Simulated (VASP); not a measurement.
# ScAl (Pm-3m) in VASP: a series of runs

Runs on ScAl. Level: PBEsol. Tasks: single point.

Everything below comes from runs of VASP 6.6.1. Logs are shortened: lines on timing, memory, paths and dates and some standing lists are left out, and cuts for length are marked.

**1. The cell of the first run**

The structure is cubic, space group Pm-3m (No. 221). The conventional cell has a = 3.370 Å, b = 3.370 Å, c = 3.370 Å, α = 90.00°, β = 90.00°, γ = 90.00°. Within 3.8 Å of Sc (site symmetry m-3m) lie 8 Al at 2.92 Å and 6 Sc at 3.37 Å. Al (site symmetry m-3m) has 8 Sc at 2.92 Å and 6 Al at 3.37 Å within 3.8 Å.

**2. Single point, PBEsol**

Input file INCAR:

```
PREC     = Accurate       # precision mode
ENCUT    = 520            # plane-wave cutoff, eV
EDIFF    = 1E-7           # SCF threshold, eV
ISMEAR   = 0              # smearing method
SIGMA    = 0.2            # smearing width, eV
LREAL    = False          # projectors in reciprocal space
LASPH    = True           # aspherical terms in the spheres
NELM     = 100            # most SCF steps
ALGO     = Normal         # electronic algorithm
ISIF     = 2              # what is computed and relaxed
LWAVE    = False          # write WAVECAR
LCHARG   = False          # write CHGCAR
GGA      = PS             # functional
NBANDS   = 14             # bands
```

Input file KPOINTS:

```
Automatic mesh
0
Gamma
  12 12 12
```

Input file POSCAR:

```
ScAl
1.0
    3.3703489700      0.0000000000      0.0000000000
    0.0000000000      3.3703489700      0.0000000000
    0.0000000000      0.0000000000      3.3703489700
Sc Al
1 1
Direct
    0.5000000000      0.5000000000      0.5000000000
    0.0000000000      0.0000000000      0.0000000000
```

Potentials or basis: VASP PAW PBE potentials, release 64 (Sc_sv, Al).

The run is started by

```console
> cat potpaw_PBE.64/Sc_sv/POTCAR potpaw_PBE.64/Al/POTCAR > POTCAR
> mpirun -np 1 vasp_std > vasp.out
```

OUTCAR:

```text
PREC = Accurate
   ENCUT = 520
   EDIFF = 1E-7
   ISMEAR = 0
   LREAL = False
   LASPH = True
   NELM = 100
   ISIF = 2
   GGA = PS

 ion  position               nearest neighbor table
   1  0.500  0.500  0.500-   2 2.92   2 2.92   2 2.92   2 2.92   2 2.92   2 2.92   2 2.92   2 2.92

   2  0.000  0.000  0.000-   1 2.92   1 2.92   1 2.92   1 2.92   1 2.92   1 2.92   1 2.92   1 2.92

  LATTYP: Found a simple cubic cell.
 ALAT       =     3.3703489700

  Lattice vectors:

 A1 = (   3.3703489700,   0.0000000000,   0.0000000000)
 A2 = (   0.0000000000,   3.3703489700,   0.0000000000)
 A3 = (   0.0000000000,   0.0000000000,   3.3703489700)

Analysis of symmetry for initial positions (statically):
=====================================================================
 Subroutine PRICEL returns:
 Original cell was already a primitive cell.

 Routine SETGRP: Setting up the symmetry group for a
 simple cubic supercell.

 Subroutine GETGRP returns: Found 48 space group operations
 (whereof 48 operations were pure point group operations)
 out of a pool of 48 trial point group operations.

The static configuration has the point symmetry O_h .

Analysis of symmetry for dynamics (positions and initial velocities):
=====================================================================
 Subroutine PRICEL returns:
 Original cell was already a primitive cell.

 Routine SETGRP: Setting up the symmetry group for a
 simple cubic supercell.

 Subroutine GETGRP returns: Found 48 space group operations
 (whereof 48 operations were pure point group operations)
 out of a pool of 48 trial point group operations.

The dynamic configuration has the point symmetry O_h .

 Subroutine INISYM returns: Found 48 space group operations
 (whereof 48 operations are pure point group operations),
 and found     1 'primitive' translations

----------------------------------------------------------------------------------------

                                     Primitive cell

  volume of cell :      38.2846

  direct lattice vectors                    reciprocal lattice vectors
     3.370348970  0.000000000  0.000000000     0.296705181  0.000000000  0.000000000
     0.000000000  3.370348970  0.000000000     0.000000000  0.296705181  0.000000000
     0.000000000  0.000000000  3.370348970     0.000000000  0.000000000  0.296705181

  length of vectors
     3.370348970  3.370348970  3.370348970     0.296705181  0.296705181  0.296705181

  position of ions in fractional coordinates (direct lattice)
     0.500000000  0.500000000  0.500000000
     0.000000000  0.000000000  0.000000000

  ion indices of the primitive-cell ions
   primitive index   ion index
                 1           1
                 2           2

----------------------------------------------------------------------------------------

 KPOINTS: Automatic mesh

Automatic generation of k-mesh.
 Grid dimensions read from file:
 generate k-points for:   12   12   12

 Generating k-lattice:

  Cartesian coordinates                     Fractional coordinates (reciprocal lattice)
     0.024725432  0.000000000  0.000000000     0.083333333  0.000000000  0.000000000
     0.000000000  0.024725432  0.000000000     0.000000000  0.083333333  0.000000000
     0.000000000  0.000000000  0.024725432     0.000000000  0.000000000  0.083333333

  Length of vectors
     0.024725432  0.024725432  0.024725432

  Shift w.r.t. Gamma in fractional coordinates (k-lattice)
     0.000000000  0.000000000  0.000000000

 Subroutine IBZKPT returns following result:
 ===========================================

 Found     84 irreducible k-points:

 Following reciprocal coordinates:
            Coordinates               Weight
  0.000000  0.000000  0.000000      1.000000
  0.083333  0.000000  0.000000      6.000000
  0.166667  0.000000  0.000000      6.000000
  0.250000  0.000000  0.000000      6.000000
  0.333333  0.000000  0.000000      6.000000
  0.416667  0.000000  0.000000      6.000000
[... 16 lines left out ...]
  0.333333  0.333333  0.000000     12.000000
  0.416667  0.333333  0.000000     24.000000
 [... further k-points ...]
   k-points           NKPTS =     84   k-points in BZ     NKDIM =     84   number of bands    NBANDS=     14
   number of dos      NEDOS =    301   number of ions     NIONS =      2
   total plane-waves  NPLWV =  21952
   dimension x,y,z NGX =    28 NGY =   28 NGZ =   28
   dimension x,y,z NGXF=    56 NGYF=   56 NGZF=   56
   ions per type =               1   1
   NGX,Y,Z   is equivalent  to a cutoff of  13.81, 13.81, 13.81 a.u.
   NGXF,Y,Z  is equivalent  to a cutoff of  27.62, 27.62, 27.62 a.u.
 SYSTEM =  unknown system
   PREC   = accura    normal or accurate (medium, high low for compatibility)
   ISTART =      0    job   : 0-new  1-cont  2-samecut
   ICHARG =      2    charge: 1-file 2-atom 10-const
   ISPIN  =      1    spin polarized calculation?
   LNONCOLLINEAR =      F non collinear calculations
   LSORBIT =      F    spin-orbit coupling
   LASPH  =      T    aspherical Exc in radial PAW
   ENCUT  =  520.0 eV  38.22 Ry    6.18 a.u.   6.27  6.27  6.27*2*pi/ulx,y,z
   NELM   =    100;   NELMIN=  2; NELMDL= -5     # of ELM steps
   EDIFF  = 0.1E-06   stopping-criterion for ELM
   LREAL  =      F    real-space projection
   EDIFFG = 0.1E-05   stopping-criterion for IOM
   NSW    =      0    number of steps for IOM
   IBRION =     -1    ionic relax: 0-MD 1-quasi-New 2-CG
   NFREE  =      0    steps in history (QN), initial steepest desc. (CG)
   ISIF   =      2    stress and relaxation
   ISYM   =      2    0-nonsym 1-usesym 2-fastsym
   POTIM  = 0.5000    time-step for ionic-motion
   TEBEG  =    0.0;   TEEND  =   0.0 temperature during run
   PSTRESS=    0.0 pullay stress
   NELECT =      14.0000    total number of electrons
   NUPDOWN=      -1.0000    fix difference up-down
   EMIN   =  10.00;   EMAX   =-10.00  energy-range for DOS
   EFERMI =   0.00;   METHOD = LEGACY
   ISMEAR =     0;   SIGMA  =   0.20  broadening in eV -4-tet -1-fermi 0-gaus
   EFERMI_NEDOS =   21; number of points for ismear=-14 and -15
   IALGO  =     38    algorithm
   IMIX   =      4    mixing-type and parameters
     AMIX     =   0.40;   BMIX     =  1.00
     AMIX_MAG =   1.60;   BMIX_MAG =  1.00
  volume/ion in A,a.u.               =      19.14       129.18
  Fermi-wavevector in a.u.,A,eV,Ry     =   1.170692  2.212287 18.647052  1.370520
  Thomas-Fermi vector in A             =   2.307147
   LORBIT       =      0    0 simple, 1 ext, 2 COOP (PROOUT), +10 PAW based schemes
   GGA     = PS    functional components
   LHFCALC =     F    Hartree Fock is set to
   AEXX    =    0.0000 exact exchange contribution
   IVDW    =     0    specifies the selected vdW correction
   LEPSILON=     F    determine dielectric tensor
   LRPA    =     F    only Hartree local field effects (RPA)
 non-spin polarized calculation
 Gauss-broadening in eV      SIGMA  =   0.20
  energy-cutoff  :      520.00
  volume of cell :       38.28
 maximum number of plane-waves:      1064
 NGX is ok and might be reduce to    28
   NGX = 13   NGY = 13   NGZ = 13

 number of electron      14.0000002 magnetization

 Free energy of the ion-electron system (eV)
  ---------------------------------------------------
  ext. energy  EPLUGINS =         0.00000000
  ---------------------------------------------------
  free energy    TOTEN  =       -11.62721581 eV

  energy without entropy =      -11.61010940  energy(sigma->0) =      -11.61866260

 E-fermi :   5.9638     XC(G=0): -10.4072

 val. band max:        5.9512466837   @ k =   0.3333   0.0000   0.0000
 cond. band min:       5.9935900588   @ k =   0.5000   0.5000   0.4167
 fundamental gap:      0.0423433751
 Fermi energy:         5.9637719196

 k-point     1 :       0.0000    0.0000    0.0000
  band No.  band energies     occupation
      1     -43.2554      2.00000
      2     -21.9311      2.00000
      3     -21.9311      2.00000
      4     -21.9311      2.00000
      5      -2.4889      2.00000
      6       5.2967      2.00000
      7       5.2967      2.00000
      8       8.6799      0.00000
      9       8.6799      0.00000
     10       8.6799      0.00000
     11       9.7066      0.00000
     12       9.7066      0.00000
     13       9.7066      0.00000
     14      14.5908      0.00000

 k-point     2 :       0.0833    0.0000    0.0000
  band No.  band energies     occupation
      1     -43.2543      2.00000
      2     -21.9435      2.00000
      3     -21.9300      2.00000
      4     -21.9300      2.00000
      5      -2.3893      2.00000
      6       5.1974      2.00000
      7       5.3472      1.99999
      8       8.3548      0.00000
      9       8.3548      0.00000
     10       8.6947      0.00000
     11       9.4221      0.00000
     12      10.0984      0.00000
     13      10.0984      0.00000
     14      14.4145      0.00000

 k-point     3 :       0.1667    0.0000    0.0000
  band No.  band energies     occupation
      1     -43.2516      2.00000
      2     -21.9772      2.00000
      3     -21.9270      2.00000
      4     -21.9270      2.00000
      5      -2.0947      2.00000
      6       4.8120      2.00000
      7       5.4917      1.99916
      8       7.8427      0.00000
      9       7.8427      0.00000
     10       8.7356      0.00000
     11       9.0138      0.00000
     12      10.8164      0.00000
     13      10.8164      0.00000
     14      13.9383      0.00000
[... 324 lines left out ...]
 k-point    23 :       0.3333    0.3333    0.0000
  band No.  band energies     occupation
      1     -43.2331      2.00000
      2     -22.0521      2.00000
      3     -22.0474      2.00000
      4     -21.9068      2.00000
      5       0.2002      2.00000
      6       3.7725      2.00000
      7       4.3610      2.00000
      8       6.5087      0.00012
      9       7.3865      0.00000
     10       7.7743      0.00000
     11       9.5563      0.00000
     12      10.6085      0.00000
     13      12.4422      0.00000
     14      13.4040      0.00000

 k-point    24 :       0.4167    0.3333    0.0000
  band No.  band energies     occupation
      1     -43.2304      2.00000
      2     -22.0813      2.00000
      3     -22.0452      2.00000
      4     -21.9038      2.00000
      5       0.6914      2.00000
      6       3.2590      2.00000
      7       4.5753      2.00000
      8       6.2351      0.05502
      9       7.3274      0.00000
     10       7.7544      0.00000
     11       9.6095      0.00000
     12      10.8618      0.00000
     13      11.8216      0.00000
     14      13.3704      0.00000

 [... further k-points ...]

------------------------ aborting loop because EDIFF is reached ----------------------------------------

  FORCE on cell =-STRESS in cart. coord.  units (eV):
  Direction    XX          YY          ZZ          XY          YZ          ZX
  --------------------------------------------------------------------------------------
  -------------------------------------------------------------------------------------
  Total       -0.3902457     -0.3902457     -0.3902457      0.0000000      0.0000000     -0.0000000
  in kB      -16.3314247    -16.3314247    -16.3314247      0.0000000      0.0000000     -0.0000000
  external PRESSURE =     -16.3314247 kB  Pullay stress =       0.0000000 kB

 VOLUME and BASIS-vectors are now :
 -----------------------------------------------------------------------------
  energy-cutoff  :      520.00
  volume of cell :       38.28
      direct lattice vectors                 reciprocal lattice vectors
     3.370348970  0.000000000  0.000000000     0.296705181  0.000000000  0.000000000
     0.000000000  3.370348970  0.000000000     0.000000000  0.296705181  0.000000000
     0.000000000  0.000000000  3.370348970     0.000000000  0.000000000  0.296705181

 POSITION                                       TOTAL-FORCE (eV/Angst)
 -----------------------------------------------------------------------------------
      1.68517      1.68517      1.68517         0.000000      0.000000      0.000000
      0.00000      0.00000      0.00000         0.000000      0.000000      0.000000
 -----------------------------------------------------------------------------------
    total drift:                                0.000000      0.000000      0.000000

  FREE ENERGIE OF THE ION-ELECTRON SYSTEM (eV)
  ---------------------------------------------------
  free  energy   TOTEN  =       -11.6272158072 eV

  energy  without entropy=      -11.6101093978  energy(sigma->0) =      -11.61866260
```

Wall time 51 s (1 thread of Intel Xeon 8259CL, shared host); peak memory 0.19 GiB.

What came out:

- Free energy: -11.6272 eV
- Pressure: -1.6 GPa
- Band gap on the k mesh: zero (bands 7 and 8 overlap by 1.18 eV)

Levels at points of the mesh, in eV from the Fermi level:
```
           k point  band 4  band 5  band 6  band 7  band 8  band 9  band 10  band 11
(0.00, 0.00, 0.00)  -27.89   -8.45   -0.67   -0.67    2.72    2.72     2.72     3.74
(0.50, 0.00, 0.00)  -27.88   -5.66   -4.55    0.27    0.78    0.78     2.95     3.82
(0.50, 0.50, 0.00)  -27.86   -4.70   -1.84   -1.84   -0.84    1.54     1.54     3.70
(0.50, 0.50, 0.50)  -28.03   -2.54   -2.54   -2.54   -0.44    2.90     2.90     2.90
```

Caveat: the PAW data sets were made with another functional, which shifts forces and pressure a little.

**3. Single point, PBEsol**

INCAR, as its differences from that of step 2:

```diff
@@ -2,5 +2,5 @@
 ENCUT    = 520            # plane-wave cutoff, eV
-EDIFF    = 1E-7           # SCF threshold, eV
-ISMEAR   = 0              # smearing method
-SIGMA    = 0.2            # smearing width, eV
+EDIFF    = 1E-6           # SCF threshold, eV
+ISMEAR   = -1             # smearing method
+SIGMA    = 0.1            # smearing width, eV
 LREAL    = False          # projectors in reciprocal space
```

KPOINTS is that of step 2.

POSCAR is that of step 2.

Potentials or basis: VASP PAW PBE potentials, release 64 (Sc_sv, Al).

The run is started by

```console
> cat potpaw_PBE.64/Sc_sv/POTCAR potpaw_PBE.64/Al/POTCAR > POTCAR
> mpirun -np 1 vasp_std > vasp.out
```

Run time: 57 s. Hardware: 1 thread of Intel Xeon 8259CL, shared host; peak memory 0.19 GiB.

The run converged. Its results:

```yaml
Free_energy: -11.6331 eV
Pressure: -1.6 GPa
Band_gap_on_the_k_mesh: zero (bands 7 and 8 overlap by 1.18 eV)
```

Levels at points of the mesh, in eV from the Fermi level:
| k point | band 5 | band 6 | band 7 | band 8 | band 9 | band 10 |
| --- | --- | --- | --- | --- | --- | --- |
| (0.00, 0.00, 0.00) | -8.45 | -0.66 | -0.66 | 2.72 | 2.72 | 2.72 |
| (0.50, 0.00, 0.00) | -5.65 | -4.55 | 0.27 | 0.79 | 0.79 | 2.95 |
| (0.50, 0.50, 0.00) | -4.70 | -1.84 | -1.84 | -0.84 | 1.54 | 1.54 |
| (0.50, 0.50, 0.50) | -2.54 | -2.54 | -2.54 | -0.44 | 2.90 | 2.90 |

Caveat: the PAW data sets were made with another functional, which shifts forces and pressure a little.
